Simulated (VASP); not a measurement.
# RbVS3 (Pm-3m) in VASP: further runs

RbVS3 is run at these levels: PBE; tasks: single point, relaxation of cell and atoms.

Program: VASP 6.6.1. These are calculated values, not measurements. Logs are shortened: lines on timing, memory, paths and dates and some standing lists are left out, and cuts for length are marked.

## 1. The cell of the first run

It takes space group Pm-3m (No. 221, cubic). Conventional cell: a = 4.721 Å, b = 4.721 Å, c = 4.721 Å, α = 90.00°, β = 90.00°, γ = 90.00°. Rb (site symmetry m-3m) has 12 S at 3.34 Å and 8 V at 4.09 Å within 4.4 Å. V (site symmetry m-3m) has 6 S at 2.36 Å within 3.1 Å. Within 3.1 Å of S (site symmetry 4/mmm) lie 2 V at 2.36 Å.

## 2. Single point, PBE

Input file INCAR:

```
SYSTEM = RbVS3
ALGO = Normal ; EDIFF = 1E-7
ENCUT = 520 ; GGA = PE
ISIF = 2 ; ISMEAR = 0
LASPH = .True. ; LCHARG = .False.
LREAL = .False. ; LWAVE = .False.
NBANDS = 28 ; NELM = 100
PREC = Accurate ; SIGMA = 0.1
```

Input file KPOINTS:

```
k-points
0
Gamma
  8 8 8
  0 0 0
```

Input file POSCAR:

```
RbVS3
1.0
    4.7212092289      0.0000000000      0.0000000000
    0.0000000000      4.7212092289      0.0000000000
    0.0000000000      0.0000000000      4.7212092289
Rb V S
1 1 3
Direct
    0.5000000000      0.5000000000      0.5000000000
    0.0000000000      0.0000000000      0.0000000000
    0.5000000000      0.0000000000      0.0000000000
    0.0000000000      0.5000000000      0.0000000000
    0.0000000000      0.0000000000      0.5000000000
```

Potentials or basis: VASP PAW PBE potentials, release 64 (Rb_sv, V_sv, S).

Command:

```console
$ cat potpaw_PBE.64/Rb_sv/POTCAR potpaw_PBE.64/V_sv/POTCAR potpaw_PBE.64/S/POTCAR > POTCAR
$ mpirun -np 1 vasp_std > vasp.out
```

OUTCAR:

```text
SYSTEM = RbVS3
   EDIFF = 1E-7
   ENCUT = 520
   GGA = PE
   ISIF = 2
   ISMEAR = 0
   LASPH = .True.
   LREAL = .False.
   NELM = 100
   PREC = Accurate

 ion  position               nearest neighbor table
   1  0.500  0.500  0.500-   3 3.34   4 3.34   5 3.34   3 3.34   4 3.34   3 3.34   5 3.34   3 3.34
                             4 3.34   5 3.34   4 3.34   5 3.34   2 4.09   2 4.09   2 4.09   2 4.09
   2  0.000  0.000  0.000-   3 2.36   4 2.36   5 2.36   5 2.36   4 2.36   3 2.36   1 4.09   1 4.09
                             1 4.09   1 4.09   1 4.09   1 4.09   1 4.09   1 4.09
   3  0.500  0.000  0.000-   2 2.36   2 2.36   1 3.34   1 3.34   1 3.34   1 3.34
   4  0.000  0.500  0.000-   2 2.36   2 2.36   1 3.34   1 3.34   1 3.34   1 3.34
   5  0.000  0.000  0.500-   2 2.36   2 2.36   1 3.34   1 3.34   1 3.34   1 3.34

  LATTYP: Found a simple cubic cell.
 ALAT       =     4.7212092289

  Lattice vectors:

 A1 = (   4.7212092289,   0.0000000000,   0.0000000000)
 A2 = (   0.0000000000,   4.7212092289,   0.0000000000)
 A3 = (   0.0000000000,   0.0000000000,   4.7212092289)

Analysis of symmetry for initial positions (statically):
=====================================================================
 Subroutine PRICEL returns:
 Original cell was already a primitive cell.

 Routine SETGRP: Setting up the symmetry group for a
 simple cubic supercell.

 Subroutine GETGRP returns: Found 48 space group operations
 (whereof 48 operations were pure point group operations)
 out of a pool of 48 trial point group operations.

The static configuration has the point symmetry O_h .

Analysis of symmetry for dynamics (positions and initial velocities):
=====================================================================
 Subroutine PRICEL returns:
 Original cell was already a primitive cell.

 Routine SETGRP: Setting up the symmetry group for a
 simple cubic supercell.

 Subroutine GETGRP returns: Found 48 space group operations
 (whereof 48 operations were pure point group operations)
 out of a pool of 48 trial point group operations.

The dynamic configuration has the point symmetry O_h .

 Subroutine INISYM returns: Found 48 space group operations
 (whereof 48 operations are pure point group operations),
 and found     1 'primitive' translations

----------------------------------------------------------------------------------------

                                     Primitive cell

  volume of cell :     105.2349

  direct lattice vectors                    reciprocal lattice vectors
     4.721209229  0.000000000  0.000000000     0.211810143  0.000000000  0.000000000
     0.000000000  4.721209229  0.000000000     0.000000000  0.211810143  0.000000000
     0.000000000  0.000000000  4.721209229     0.000000000  0.000000000  0.211810143

  length of vectors
     4.721209229  4.721209229  4.721209229     0.211810143  0.211810143  0.211810143

  position of ions in fractional coordinates (direct lattice)
     0.500000000  0.500000000  0.500000000
     0.000000000  0.000000000  0.000000000
     0.500000000  0.000000000  0.000000000
     0.000000000  0.500000000  0.000000000
     0.000000000  0.000000000  0.500000000

  ion indices of the primitive-cell ions
   primitive index   ion index
                 1           1
                 2           2
                 3           3
                 4           4
                 5           5

----------------------------------------------------------------------------------------

 KPOINTS: k-points

Automatic generation of k-mesh.
 Grid dimensions read from file:
 generate k-points for:    8    8    8

 Generating k-lattice:

  Cartesian coordinates                     Fractional coordinates (reciprocal lattice)
     0.026476268  0.000000000  0.000000000     0.125000000  0.000000000  0.000000000
     0.000000000  0.026476268  0.000000000     0.000000000  0.125000000  0.000000000
     0.000000000  0.000000000  0.026476268     0.000000000  0.000000000  0.125000000

  Length of vectors
     0.026476268  0.026476268  0.026476268

  Shift w.r.t. Gamma in fractional coordinates (k-lattice)
     0.000000000  0.000000000  0.000000000

 Subroutine IBZKPT returns following result:
 ===========================================

 Found     35 irreducible k-points:

 Following reciprocal coordinates:
            Coordinates               Weight
  0.000000  0.000000  0.000000      1.000000
  0.125000  0.000000  0.000000      6.000000
  0.250000  0.000000  0.000000      6.000000
  0.375000  0.000000  0.000000      6.000000
  0.500000  0.000000  0.000000      3.000000
  0.125000  0.125000  0.000000     12.000000
[... 16 lines left out ...]
  0.375000  0.375000  0.125000     24.000000
  0.500000  0.375000  0.125000     24.000000
 [... further k-points ...]
   k-points           NKPTS =     35   k-points in BZ     NKDIM =     35   number of bands    NBANDS=     28
   number of dos      NEDOS =    301   number of ions     NIONS =      5
   total plane-waves  NPLWV =  46656
   dimension x,y,z NGX =    36 NGY =   36 NGZ =   36
   dimension x,y,z NGXF=    72 NGYF=   72 NGZF=   72
   ions per type =               1   1   3
   NGX,Y,Z   is equivalent  to a cutoff of  12.68, 12.68, 12.68 a.u.
   NGXF,Y,Z  is equivalent  to a cutoff of  25.35, 25.35, 25.35 a.u.
 SYSTEM =  RbVS3
   PREC   = accura    normal or accurate (medium, high low for compatibility)
   ISTART =      0    job   : 0-new  1-cont  2-samecut
   ICHARG =      2    charge: 1-file 2-atom 10-const
   ISPIN  =      1    spin polarized calculation?
   LNONCOLLINEAR =      F non collinear calculations
   LSORBIT =      F    spin-orbit coupling
   LASPH  =      T    aspherical Exc in radial PAW
   ENCUT  =  520.0 eV  38.22 Ry    6.18 a.u.   8.78  8.78  8.78*2*pi/ulx,y,z
   NELM   =    100;   NELMIN=  2; NELMDL= -5     # of ELM steps
   EDIFF  = 0.1E-06   stopping-criterion for ELM
   LREAL  =      F    real-space projection
   EDIFFG = 0.1E-05   stopping-criterion for IOM
   NSW    =      0    number of steps for IOM
   IBRION =     -1    ionic relax: 0-MD 1-quasi-New 2-CG
   NFREE  =      0    steps in history (QN), initial steepest desc. (CG)
   ISIF   =      2    stress and relaxation
   ISYM   =      2    0-nonsym 1-usesym 2-fastsym
   POTIM  = 0.5000    time-step for ionic-motion
   TEBEG  =    0.0;   TEEND  =   0.0 temperature during run
   PSTRESS=    0.0 pullay stress
   NELECT =      40.0000    total number of electrons
   NUPDOWN=      -1.0000    fix difference up-down
   EMIN   =  10.00;   EMAX   =-10.00  energy-range for DOS
   EFERMI =   0.00;   METHOD = LEGACY
   ISMEAR =     0;   SIGMA  =   0.10  broadening in eV -4-tet -1-fermi 0-gaus
   EFERMI_NEDOS =   21; number of points for ismear=-14 and -15
   IALGO  =     38    algorithm
   IMIX   =      4    mixing-type and parameters
     AMIX     =   0.40;   BMIX     =  1.00
     AMIX_MAG =   1.60;   BMIX_MAG =  1.00
  volume/ion in A,a.u.               =      21.05       142.03
  Fermi-wavevector in a.u.,A,eV,Ry     =   1.185882  2.240993 19.134102  1.406317
  Thomas-Fermi vector in A             =   2.322067
   LORBIT       =      0    0 simple, 1 ext, 2 COOP (PROOUT), +10 PAW based schemes
   GGA     = PE    functional components
   LHFCALC =     F    Hartree Fock is set to
   AEXX    =    0.0000 exact exchange contribution
   IVDW    =     0    specifies the selected vdW correction
   LEPSILON=     F    determine dielectric tensor
   LRPA    =     F    only Hartree local field effects (RPA)
 non-spin polarized calculation
 Gauss-broadening in eV      SIGMA  =   0.10
  energy-cutoff  :      520.00
  volume of cell :      105.23
 maximum number of plane-waves:      2897
 NGX is ok and might be reduce to    36
   NGX = 17   NGY = 17   NGZ = 17

 number of electron      40.0000025 magnetization

 Free energy of the ion-electron system (eV)
  ---------------------------------------------------
  ext. energy  EPLUGINS =         0.00000000
  ---------------------------------------------------
  free energy    TOTEN  =       -25.73807569 eV

  energy without entropy =      -25.70927875  energy(sigma->0) =      -25.72367722

 E-fermi :   3.9629     XC(G=0):  -9.7927

 val. band max:        3.9557382561   @ k =   0.1250   0.1250   0.1250
 cond. band min:       3.9687273069   @ k =   0.1250   0.1250   0.1250
 fundamental gap:      0.0129890508
 Fermi energy:         3.9629255668

 k-point     1 :       0.0000    0.0000    0.0000
  band No.  band energies     occupation
      1     -61.2806      2.00000
      2     -35.0943      2.00000
      3     -35.0943      2.00000
      4     -35.0943      2.00000
      5     -21.5365      2.00000
      6      -9.3873      2.00000
[... 20 lines left out ...]
     27       8.9201      0.00000
     28       8.9201      0.00000

 k-point     2 :       0.1250    0.0000    0.0000
  band No.  band energies     occupation
      1     -61.2806      2.00000
      2     -35.0946      2.00000
      3     -35.0942      2.00000
      4     -35.0942      2.00000
      5     -21.5355      2.00000
      6      -9.3496      2.00000
[... 20 lines left out ...]
     27       9.1129      0.00000
     28       9.2166      0.00000

 k-point     3 :       0.2500    0.0000    0.0000
  band No.  band energies     occupation
      1     -61.2806      2.00000
      2     -35.0955      2.00000
      3     -35.0942      2.00000
      4     -35.0942      2.00000
      5     -21.5332      2.00000
      6      -9.2543      2.00000
[... 20 lines left out ...]
     27       9.6522      0.00000
     28       9.9851      0.00000

 k-point     4 :       0.3750    0.0000    0.0000
  band No.  band energies     occupation
      1     -61.2806      2.00000
      2     -35.0964      2.00000
      3     -35.0942      2.00000
      4     -35.0942      2.00000
      5     -21.5309      2.00000
      6      -9.1515      2.00000
[... 20 lines left out ...]
     27      10.4813      0.00000
     28      10.7416      0.00000

 k-point     5 :       0.5000    0.0000    0.0000
  band No.  band energies     occupation
      1     -61.2806      2.00000
      2     -35.0968      2.00000
      3     -35.0942      2.00000
      4     -35.0942      2.00000
      5     -21.5299      2.00000
      6      -9.1061      2.00000
[... 20 lines left out ...]
     27      10.8226      0.00000
     28      10.9573      0.00000

 k-point     6 :       0.1250    0.1250    0.0000
  band No.  band energies     occupation
      1     -61.2806      2.00000
      2     -35.0946      2.00000
      3     -35.0946      2.00000
      4     -35.0942      2.00000
      5     -21.5346      2.00000
      6      -9.3093      2.00000
[... 463 lines left out ...]
      5     -21.5273      2.00000
      6      -8.8735      2.00000
[... 20 lines left out ...]
     27      10.9332      0.00000
     28      11.1902      0.00000

 k-point    22 :       0.5000    0.2500    0.1250
  band No.  band energies     occupation
      1     -61.2805      2.00000
      2     -35.0968      2.00000
      3     -35.0955      2.00000
      4     -35.0945      2.00000
      5     -21.5264      2.00000
      6      -8.7959      2.00000
[... 20 lines left out ...]
     27      11.3734      0.00000
     28      11.5262      0.00000

 k-point    23 :       0.3750    0.3750    0.1250
  band No.  band energies     occupation
      1     -61.2805      2.00000
      2     -35.0964      2.00000
      3     -35.0964      2.00000
      4     -35.0945      2.00000
      5     -21.5253      2.00000
      6      -8.6616      2.00000
[... 20 lines left out ...]
     27      11.2979      0.00000
     28      11.7915      0.00000

 k-point    24 :       0.5000    0.3750    0.1250
  band No.  band energies     occupation
      1     -61.2805      2.00000
      2     -35.0967      2.00000
      3     -35.0964      2.00000
      4     -35.0945      2.00000
      5     -21.5244      2.00000
      6      -8.5340      2.00000
[... 20 lines left out ...]
     27      11.4797      0.00000
     28      11.6513      0.00000

 [... further k-points ...]
[... 5 lines left out ...]
  --------------------------------------------------------------------------------------
  -------------------------------------------------------------------------------------
  Total        0.0207759      0.0207759      0.0207759      0.0000000     -0.0000000      0.0000000
  in kB        0.3163086      0.3163086      0.3163086      0.0000000     -0.0000000      0.0000000
  external PRESSURE =       0.3163086 kB  Pullay stress =       0.0000000 kB

 VOLUME and BASIS-vectors are now :
 -----------------------------------------------------------------------------
  energy-cutoff  :      520.00
  volume of cell :      105.23
      direct lattice vectors                 reciprocal lattice vectors
     4.721209229  0.000000000  0.000000000     0.211810143  0.000000000  0.000000000
     0.000000000  4.721209229  0.000000000     0.000000000  0.211810143  0.000000000
     0.000000000  0.000000000  4.721209229     0.000000000  0.000000000  0.211810143

 POSITION                                       TOTAL-FORCE (eV/Angst)
 -----------------------------------------------------------------------------------
      2.36060      2.36060      2.36060         0.000000      0.000000      0.000000
      0.00000      0.00000      0.00000         0.000000      0.000000      0.000000
      2.36060      0.00000      0.00000         0.000000      0.000000      0.000000
      0.00000      2.36060      0.00000         0.000000      0.000000      0.000000
      0.00000      0.00000      2.36060         0.000000      0.000000      0.000000
 -----------------------------------------------------------------------------------
    total drift:                                0.000000      0.000000     -0.000000

  FREE ENERGIE OF THE ION-ELECTRON SYSTEM (eV)
  ---------------------------------------------------
  free  energy   TOTEN  =       -25.7380756932 eV

  energy  without entropy=      -25.7092787526  energy(sigma->0) =      -25.72367722
```

Wall time 50 s (1 thread of Intel Xeon 6975P-C (Granite Rapids), shared host); peak memory 0.26 GiB.

Results:

- Free energy: -25.7381 eV
- Pressure: 0.0 GPa
- Band gap on the k mesh: zero (band 20 reaches 4.29 eV, above the bottom of band 21 at 3.32 eV)

Caveat: the run has no spin polarisation, though such a crystal can be magnetic.

(Continued in part 2 of 3.)
